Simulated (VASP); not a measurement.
# AlIn2As3 (I-4m2) in VASP: notebook

Runs on AlIn2As3. Level: PBE. Tasks: single point, relaxation of cell and atoms.

Everything below comes from runs of VASP 6.6.1. Logs are shortened: lines on timing, memory, paths and dates and some standing lists are left out, and cuts for length are marked.

### Step 1. The cell of the first run

Symmetry: I-4m2, No. 119, tetragonal system. Conventional cell: a = 4.024 Å, b = 4.024 Å, c = 17.073 Å, α = 90.00°, β = 90.00°, γ = 90.00°. Within 3.3 Å of Al (site symmetry -4m2) lie 4 As at 2.46 Å. In (site symmetry 2mm) has 4 As at 2.46 Å within 3.3 Å. As (site symmetry 2mm) has 2 Al at 2.46 Å and 2 In at 2.46 Å within 3.3 Å. As (site symmetry -4m2) has 4 In at 2.46 Å within 3.3 Å.

### Step 2. Single point, PBE

INCAR reads:

```
ALGO = Normal ; EDIFF = 1E-7
ENCUT = 520 ; GGA = PE
ISIF = 2 ; ISMEAR = 0
LASPH = True ; LCHARG = False
LREAL = False ; LWAVE = False
NBANDS = 31 ; NELM = 60
PREC = Accurate ; SIGMA = 0.1
```

KPOINTS reads:

```
k-points
0
Gamma
  6 6 6
```

POSCAR reads:

```
AlIn2As3
1.0
   -2.0121097600      2.0121097600      8.5366587200
    2.0121097600     -2.0121097600      8.5366587200
    2.0121097600      2.0121097600     -8.5366587200
Al In As
1 2 3
Direct
    0.5000000000      0.5000000000      0.0000000000
    0.8333333300      0.8333333300      0.0000000000
    0.1666666700      0.1666666700      0.0000000000
    0.4166666700      0.9166666700      0.5000000000
    0.0833333300      0.5833333300      0.5000000000
    0.7500000000      0.2500000000      0.5000000000
```

Potentials or basis: VASP PAW PBE potentials, release 64 (Al, In_d, As).

Started as:

```bash
$ cat potpaw_PBE.64/Al/POTCAR potpaw_PBE.64/In_d/POTCAR potpaw_PBE.64/As/POTCAR > POTCAR
$ mpirun -np 1 vasp_std > vasp.out
```

OUTCAR:

```text
EDIFF = 1E-7
   ENCUT = 520
   GGA = PE
   ISIF = 2
   ISMEAR = 0
   LASPH = True
   LREAL = False
   NELM = 60
   PREC = Accurate

 ion  position               nearest neighbor table
   1  0.500  0.500  0.000-   5 2.46   4 2.46   5 2.46   4 2.46
   2  0.833  0.833  0.000-   6 2.46   6 2.46   4 2.46   4 2.46   3 4.02   3 4.02   3 4.02   3 4.02

   3  0.167  0.167  0.000-   6 2.46   6 2.46   5 2.46   5 2.46   2 4.02   2 4.02   2 4.02   2 4.02

   4  0.417  0.917  0.500-   1 2.46   1 2.46   2 2.46   2 2.46
   5  0.083  0.583  0.500-   1 2.46   1 2.46   3 2.46   3 2.46
   6  0.750  0.250  0.500-   2 2.46   3 2.46   2 2.46   3 2.46

  LATTYP: Found a body centered tetragonal cell.
 ALAT       =     4.0242195200
 C/A-ratio  =     4.2426406798

  Lattice vectors:

 A1 = (  -2.0121097600,   2.0121097600,   8.5366587200)
 A2 = (   2.0121097600,  -2.0121097600,   8.5366587200)
 A3 = (   2.0121097600,   2.0121097600,  -8.5366587200)

Analysis of symmetry for initial positions (statically):
=====================================================================
 Subroutine PRICEL returns:
 Original cell was already a primitive cell.

 Routine SETGRP: Setting up the symmetry group for a
 body centered tetragonal supercell.

 Subroutine GETGRP returns: Found  8 space group operations
 (whereof  8 operations were pure point group operations)
 out of a pool of 16 trial point group operations.

The static configuration has the point symmetry D_2d.

Analysis of symmetry for dynamics (positions and initial velocities):
=====================================================================
 Subroutine PRICEL returns:
 Original cell was already a primitive cell.

 Routine SETGRP: Setting up the symmetry group for a
 body centered tetragonal supercell.

 Subroutine GETGRP returns: Found  8 space group operations
 (whereof  8 operations were pure point group operations)
 out of a pool of 16 trial point group operations.

The dynamic configuration has the point symmetry D_2d.

 Subroutine INISYM returns: Found  8 space group operations
 (whereof  8 operations are pure point group operations),
 and found     1 'primitive' translations

----------------------------------------------------------------------------------------

                                     Primitive cell

  volume of cell :     138.2456

  direct lattice vectors                    reciprocal lattice vectors
    -2.012109760  2.012109760  8.536658720     0.000000000  0.248495390  0.058570925
     2.012109760 -2.012109760  8.536658720     0.248495390  0.000000000  0.058570925
     2.012109760  2.012109760 -8.536658720     0.248495390  0.248495390  0.000000000

  length of vectors
     8.998428389  8.998428389  8.998428389     0.255304744  0.255304744  0.351425551

  position of ions in fractional coordinates (direct lattice)
     0.500000000  0.500000000  0.000000000
     0.833333330  0.833333330  0.000000000
     0.166666670  0.166666670  0.000000000
     0.416666670  0.916666670  0.500000000
     0.083333330  0.583333330  0.500000000
     0.750000000  0.250000000  0.500000000

  ion indices of the primitive-cell ions
   primitive index   ion index
                 1           1
                 2           2
                 3           3
                 4           4
                 5           5
                 6           6

----------------------------------------------------------------------------------------

 KPOINTS: k-points

Automatic generation of k-mesh.
 Grid dimensions read from file:
 generate k-points for:    6    6    6

 Generating k-lattice:

  Cartesian coordinates                     Fractional coordinates (reciprocal lattice)
     0.000000000  0.041415898  0.009761821     0.166666667  0.000000000  0.000000000
     0.041415898  0.000000000  0.009761821     0.000000000  0.166666667  0.000000000
     0.041415898  0.041415898  0.000000000     0.000000000  0.000000000  0.166666667

  Length of vectors
     0.042550791  0.042550791  0.058570925

  Shift w.r.t. Gamma in fractional coordinates (k-lattice)
     0.000000000  0.000000000  0.000000000

 Subroutine IBZKPT returns following result:
 ===========================================

 Found     30 irreducible k-points:

 Following reciprocal coordinates:
            Coordinates               Weight
  0.000000  0.000000  0.000000      1.000000
  0.166667  0.000000  0.000000      8.000000
  0.333333  0.000000  0.000000      8.000000
  0.500000 -0.000000  0.000000      4.000000
  0.166667  0.166667  0.000000      8.000000
  0.333333  0.166667  0.000000     16.000000
[... 16 lines left out ...]
 -0.333333 -0.333333  0.166667      8.000000
 -0.166667 -0.333333  0.166667      8.000000
 [... further k-points ...]
   k-points           NKPTS =     30   k-points in BZ     NKDIM =     30   number of bands    NBANDS=     31
   number of dos      NEDOS =    301   number of ions     NIONS =      6
   total plane-waves  NPLWV = 343000
[... 38 lines left out ...]
  Thomas-Fermi vector in A             =   2.254368
   LORBIT       =      0    0 simple, 1 ext, 2 COOP (PROOUT), +10 PAW based schemes
   GGA     = PE    functional components
   LHFCALC =     F    Hartree Fock is set to
   AEXX    =    0.0000 exact exchange contribution
   IVDW    =     0    specifies the selected vdW correction
   LEPSILON=     F    determine dielectric tensor
   LRPA    =     F    only Hartree local field effects (RPA)
 non-spin polarized calculation
 Gauss-broadening in eV      SIGMA  =   0.10
  energy-cutoff  :      520.00
  volume of cell :      138.25
 maximum number of plane-waves:      3759
 NGX is ok and might be reduce to    70
   NGX = 33   NGY = 33   NGZ = 33

 number of electron      44.0000003 magnetization

 Free energy of the ion-electron system (eV)
  ---------------------------------------------------
  ext. energy  EPLUGINS =         0.00000000
  ---------------------------------------------------
  free energy    TOTEN  =       -23.39437445 eV

  energy without entropy =      -23.39437445  energy(sigma->0) =      -23.39437445

 E-fermi :   6.0517     XC(G=0):  -9.6046

 val. band max:        5.6379149712   @ k =   0.0000   0.0000   0.0000
 cond. band min:       6.7614583583   @ k =   0.0000   0.0000   0.0000
 fundamental gap:      1.1235433871
 Fermi energy:         6.0517375069

 k-point     1 :       0.0000    0.0000    0.0000
  band No.  band energies     occupation
      1      -9.3333      2.00000
      2      -9.1620      2.00000
      3      -9.0307      2.00000
      4      -9.0307      2.00000
      5      -8.9547      2.00000
      6      -8.9547      2.00000
[... 23 lines left out ...]
     30       9.6946      0.00000
     31      13.6821      0.00000

 k-point     2 :       0.1667    0.0000    0.0000
  band No.  band energies     occupation
      1      -9.3220      2.00000
      2      -9.1536      2.00000
      3      -9.0691      2.00000
      4      -9.0256      2.00000
      5      -8.9765      2.00000
      6      -8.9603      2.00000
[... 23 lines left out ...]
     30      10.5342      0.00000
     31      11.5974      0.00000

 k-point     3 :       0.3333    0.0000    0.0000
  band No.  band energies     occupation
      1      -9.3094      2.00000
      2      -9.1685      2.00000
      3      -9.1102      2.00000
      4      -9.0123      2.00000
      5      -9.0007      2.00000
      6      -8.9751      2.00000
[... 23 lines left out ...]
     30      10.9834      0.00000
     31      11.4469      0.00000

 k-point     4 :       0.5000   -0.0000    0.0000
  band No.  band energies     occupation
      1      -9.3096      2.00000
      2      -9.1925      2.00000
      3      -9.1128      2.00000
      4      -9.0047      2.00000
      5      -8.9981      2.00000
      6      -8.9903      2.00000
[... 635 lines left out ...]
     30      11.3361      0.00000
     31      12.0505      0.00000

 k-point    23 :      -0.3333   -0.3333    0.1667
  band No.  band energies     occupation
      1      -9.3143      2.00000
      2      -9.1506      2.00000
      3      -9.0978      2.00000
      4      -9.0171      2.00000
      5      -8.9801      2.00000
      6      -8.9682      2.00000
[... 23 lines left out ...]
     30      10.9762      0.00000
     31      11.0962      0.00000

 k-point    24 :      -0.1667   -0.3333    0.1667
  band No.  band energies     occupation
      1      -9.3203      2.00000
      2      -9.1577      2.00000
      3      -9.0685      2.00000
      4      -9.0258      2.00000
      5      -8.9761      2.00000
      6      -8.9601      2.00000
[... 23 lines left out ...]
     30      10.4640      0.00000
     31      11.1652      0.00000

 [... further k-points ...]

------------------------ aborting loop because EDIFF is reached ----------------------------------------

  FORCE on cell =-STRESS in cart. coord.  units (eV):
  Direction    XX          YY          ZZ          XY          YZ          ZX
  --------------------------------------------------------------------------------------
  -------------------------------------------------------------------------------------
  Total       13.1143477     13.1143477     12.9272113      0.0000000      0.0000000     -0.0000000
  in kB      151.9868559    151.9868559    149.8180649      0.0000000      0.0000000     -0.0000000
  external PRESSURE =     151.2639256 kB  Pullay stress =       0.0000000 kB

 VOLUME and BASIS-vectors are now :
 -----------------------------------------------------------------------------
  energy-cutoff  :      520.00
  volume of cell :      138.25
      direct lattice vectors                 reciprocal lattice vectors
    -2.012109760  2.012109760  8.536658720     0.000000000  0.248495390  0.058570925
     2.012109760 -2.012109760  8.536658720     0.248495390  0.000000000  0.058570925
     2.012109760  2.012109760 -8.536658720     0.248495390  0.248495390  0.000000000

 POSITION                                       TOTAL-FORCE (eV/Angst)
 -----------------------------------------------------------------------------------
      0.00000      0.00000      8.53666         0.000000      0.000000     -0.000000
      0.00000      0.00000     14.22776         0.000000      0.000000      0.085924
      0.00000      0.00000      2.84555         0.000000      0.000000     -0.085924
      2.01211      0.00000      7.11388        -0.000000     -0.000000      1.941845
      2.01211      0.00000      1.42278        -0.000000     -0.000000     -1.941845
     -0.00000      2.01211      4.26833         0.000000      0.000000     -0.000000
 -----------------------------------------------------------------------------------
    total drift:                                0.000000     -0.000000      0.000000

  FREE ENERGIE OF THE ION-ELECTRON SYSTEM (eV)
  ---------------------------------------------------
  free  energy   TOTEN  =       -23.3943744491 eV

  energy  without entropy=      -23.3943744491  energy(sigma->0) =      -23.39437445
```

Run time: 6.3 min. Hardware: 1 thread of Intel Xeon 6975P-C (Granite Rapids), shared host; peak memory 0.72 GiB.

What came out:

* Free energy: -23.3944 eV
* Pressure: 15.1 GPa
* Largest force: 1.942 eV/Å
* Band gap on the k mesh: 1.12 eV

Forces on the atoms (eV/Å):
```
Al   0.000  0.000  0.000
In   0.000  0.000  0.086
In   0.000  0.000 -0.086
As   0.000  0.000  1.942
As   0.000  0.000 -1.942
As   0.000  0.000  0.000
```

Stress tensor (GPa, compression positive):
```
15.20  0.00  0.00
 0.00 15.20  0.00
 0.00  0.00 14.98
```

Levels at points of the mesh, in eV from the valence-band top:
```csv
k point,band 19,band 20,band 21,band 22,band 23,band 24,band 25,band 26
"(0.00, 0.00, 0.00)",-2.15,-0.03,0.00,0.00,1.12,1.59,1.82,2.64
"(0.50, 0.00, 0.00)",-1.33,-1.14,-1.14,-1.07,1.60,2.80,2.99,4.46
"(0.50, 0.50, 0.00)",-3.33,-3.27,-2.73,-2.72,1.25,2.07,2.86,3.25
"(0.50, 0.50, 0.50)",-1.17,-1.17,-0.84,-0.84,1.26,2.06,2.82,3.02
```

Caveat: the cell stands under pressure; spin-orbit coupling is left out, which moves the levels of the heavy elements; forces of over 1 eV/Å act on the atoms, so gaps and moduli don't describe the material at rest.

### Step 3. Single point, PBE

This run uses another cell than the first one, of 27.33 Å³/atom.

INCAR reads:

```
SYSTEM = AlIn2As3
  ALGO = Normal
  EDIFF = 1E-7
  ENCUT = 520
  GGA = PE
  ISIF = 2
  ISMEAR = 0
  LASPH = .True.
  LCHARG = .False.
  LREAL = .False.
  LWAVE = .False.
  NBANDS = 31
  NELM = 60
  PREC = Accurate
  SIGMA = 0.1
```

KPOINTS reads:

```
k-points
0
Gamma
  6 6 6
  0 0 0
```

POSCAR reads:

```
AlIn2As3
1.0
   -2.1293020771      2.1293020771      9.0432850296
    2.1293020771     -2.1293020771      9.0432850296
    2.1293020771      2.1293020771     -9.0432850296
Al In As
1 2 3
Direct
    0.5000000000      0.5000000000      0.0000000000
    0.8375155210      0.8375155210      0.0000000000
    0.1624844790      0.1624844790      0.0000000000
    0.4259418207      0.9259418207      0.5000000000
    0.0740581793      0.5740581793      0.5000000000
    0.7500000000      0.2500000000      0.5000000000
```

Potentials or basis: VASP PAW PBE potentials, release 64 (Al, In_d, As).

Started as:

```bash
$ cat potpaw_PBE.64/Al/POTCAR potpaw_PBE.64/In_d/POTCAR potpaw_PBE.64/As/POTCAR > POTCAR
$ mpirun -np 1 vasp_std > vasp.out
```

Run time: 6.8 min. Hardware: 1 thread of Intel Xeon 6975P-C (Granite Rapids), shared host; peak memory 0.76 GiB.

It converged, with:

```yaml
Free_energy: -24.7181 eV
Pressure: 0.1 GPa
Largest_force: 0.007 eV/Å
Band_gap_on_the_k_mesh: 0.12 eV
```

Forces in eV/Å, atoms in the order of the input:
```
Al   0.000  0.000  0.000
In   0.000  0.000 -0.005
In   0.000  0.000  0.005
As   0.000  0.000  0.007
As   0.000  0.000 -0.007
As   0.000  0.000  0.000
```

Levels at points of the mesh, in eV from the valence-band top:
| k point | band 18 | band 19 | band 20 | band 21 | band 22 | band 23 | band 24 | band 25 | band 26 | band 27 |
| --- | --- | --- | --- | --- | --- | --- | --- | --- | --- | --- |
| (0.00, 0.00, 0.00) | -1.55 | -1.55 | -0.20 | 0.00 | 0.00 | 0.12 | 1.76 | 1.97 | 2.47 | 2.98 |
| (0.50, 0.00, 0.00) | -2.21 | -1.47 | -0.92 | -0.78 | -0.68 | 1.09 | 2.23 | 2.50 | 4.23 | 4.55 |
| (0.50, 0.50, 0.00) | -2.68 | -2.60 | -2.57 | -2.15 | -2.13 | 1.55 | 1.94 | 3.04 | 3.14 | 3.40 |
| (0.50, 0.50, 0.50) | -2.16 | -0.92 | -0.92 | -0.61 | -0.61 | 1.39 | 1.97 | 2.45 | 2.53 | 2.89 |

Caveat: semilocal functionals underestimate gaps, and a narrow one can read as zero; spin-orbit coupling is left out, which moves the levels of the heavy elements.

### Step 4. Relaxation of cell and atoms, PBE

INCAR reads:

```
ALGO     = Normal         # electronic algorithm
EDIFF    = 1E-6           # SCF threshold, eV
EDIFFG   = -0.04          # ionic threshold
ENCUT    = 600            # plane-wave cutoff, eV
GGA      = PE             # functional
IBRION   = 2              # ionic algorithm
ISIF     = 3              # what is computed and relaxed
ISMEAR   = 0              # smearing method
LASPH    = T              # aspherical terms in the spheres
LCHARG   = F              # write CHGCAR
LREAL    = F              # projectors in reciprocal space
LWAVE    = F              # write WAVECAR
NELM     = 60             # most SCF steps
NSW      = 90             # ionic steps
PREC     = Accurate       # precision mode
SIGMA    = 0.1            # smearing width, eV
```

KPOINTS reads:

```
k-points
0
Gamma
  6 6 6
```

POSCAR reads:

```
AlIn2As3
1.0
   -2.0121097600      2.0121097600      8.5366587200
    2.0121097600     -2.0121097600      8.5366587200
    2.0121097600      2.0121097600     -8.5366587200
Al In As
1 2 3
Direct
    0.5000000000      0.5000000000      0.0000000000
    0.8333333300      0.8333333300      0.0000000000
    0.1666666700      0.1666666700      0.0000000000
    0.4166666700      0.9166666700      0.5000000000
    0.0833333300      0.5833333300      0.5000000000
    0.7500000000      0.2500000000      0.5000000000
```

Started as:

```bash
$ cat potpaw_PBE.64/Al/POTCAR potpaw_PBE.64/In_d/POTCAR potpaw_PBE.64/As/POTCAR > POTCAR
$ mpirun -np 1 vasp_std > vasp.out
```

Run time: 34 min. Hardware: 1 thread of Intel Xeon 6975P-C (Granite Rapids), shared host; peak memory 0.92 GiB.

Results (log left out):

```yaml
Free_energy: -24.7153 eV
Relaxed_volume: 27.37 Å³/atom
Relaxed_cell: a = 9.534 Å, b = 9.534 Å, c = 9.534 Å, α = 154.17°, β = 154.17°, γ = 36.85°
Space_group_after_relaxing_to_0.1_Å: I-4m2 (No. 119)
Energy_gained_by_relaxing: 220.1 meV/atom
Ionic_steps: 9
Pressure_after_relaxing: 0.1 GPa
Largest_force_after_relaxing: 0.020 eV/Å
Band_gap_on_the_k_mesh: 0.11 eV
```

Forces in eV/Å, atoms in the order of the input:
```
Al   0.000  0.000  0.000
In   0.000  0.000 -0.020
In   0.000  0.000  0.020
As   0.000  0.000 -0.005
As   0.000  0.000  0.005
As   0.000  0.000  0.000
```

Step by step:
| step | energy change (eV) | largest force (eV/Å) | pressure (GPa) | volume (Å³) |
| --- | --- | --- | --- | --- |
| 1 | 0.0000 | 1.9419 | 15.15 | 138.25 |
| 2 | -0.8889 | 0.3688 | -4.98 | 186.56 |
| 3 | -1.2277 | 0.6281 | -0.41 | 166.59 |
| 4 | -1.2274 | 0.6455 | -0.23 | 165.99 |
| 5 | -1.2684 | 0.4524 | -0.05 | 165.15 |
| 6 | -1.3135 | 0.2306 | 0.54 | 162.86 |
| 7 | -1.3190 | 0.0696 | -0.35 | 165.52 |
| 8 | -1.3199 | 0.0790 | -0.13 | 164.78 |
| 9 | -1.3208 | 0.0200 | 0.05 | 164.24 |

Final structure:
```
Al In As
1.0
    -2.13061    2.13061    9.04520
     2.13061   -2.13061    9.04520
     2.13061    2.13061   -9.04520
Al In As
1 2 3
Direct
  0.50000 0.50000 0.00000
  0.83764 0.83764 0.00000
  0.16236 0.16236 0.00000
  0.42607 0.92607 0.50000
  0.07393 0.57393 0.50000
  0.75000 0.25000 0.50000
```

Levels at points of the mesh, in eV from the valence-band top:
```
           k point  band 19  band 20  band 21  band 22  band 23  band 24  band 25  band 26
(0.00, 0.00, 0.00)    -1.55    -0.20     0.00     0.00     0.11     1.76     1.97     2.47
(0.50, 0.00, 0.00)    -1.47    -0.92    -0.78    -0.67     1.09     2.22     2.50     4.23
(0.50, 0.50, 0.00)    -2.59    -2.56    -2.14    -2.13     1.55     1.94     3.04     3.15
(0.50, 0.50, 0.50)    -0.92    -0.92    -0.60    -0.60     1.38     1.96     2.44     2.52
```

Caveat: the volume moved by over 15 % at a fixed basis, so the end points are rough; semilocal functionals underestimate gaps, and a narrow one can read as zero; spin-orbit coupling is left out, which moves the levels of the heavy elements.

### Step 5. The runs side by side

| task | cell | cutoff (eV) | gap on the mesh (eV) | pressure (GPa) | largest force (eV/Å) |
| --- | --- | --- | --- | --- | --- |
| single point | a = 8.998 Å, angles 154.2, 154.2, 36.9°, 6 atoms, atomic positions A | 520 | 1.12 | 15.1 | 1.94 |
| single point | a = 9.531 Å, angles 154.2, 154.2, 36.8°, 6 atoms, atomic positions B | 520 | 0.12 | 0.1 | 0.01 |
| relaxation of cell and atoms | relaxed from a = 8.998 Å, angles 154.2, 154.2, 36.9°, 6 atoms, atomic positions A | 600 | 0.11 | 0.1 | 0.02 |

Alike in all rows: level PBE; potentials or basis VASP PAW PBE potentials, release 64 (Al, In_d, As); no spin polarisation; k mesh 6 × 6 × 6; smearing gaussian 0.1 eV.

Caveats: spin-orbit coupling is left out, which moves the levels of the heavy elements; semilocal functionals underestimate gaps, and a narrow one can read as zero (at least some runs); the cell stands under pressure (at least some runs); forces of over 1 eV/Å act on the atoms, so gaps and moduli don't describe the material at rest (at least some runs); the volume moved by over 15 % at a fixed basis, so the end points are rough (at least some runs).

Total energies depend on the potentials used, so only differences within one code and one set of settings carry meaning.
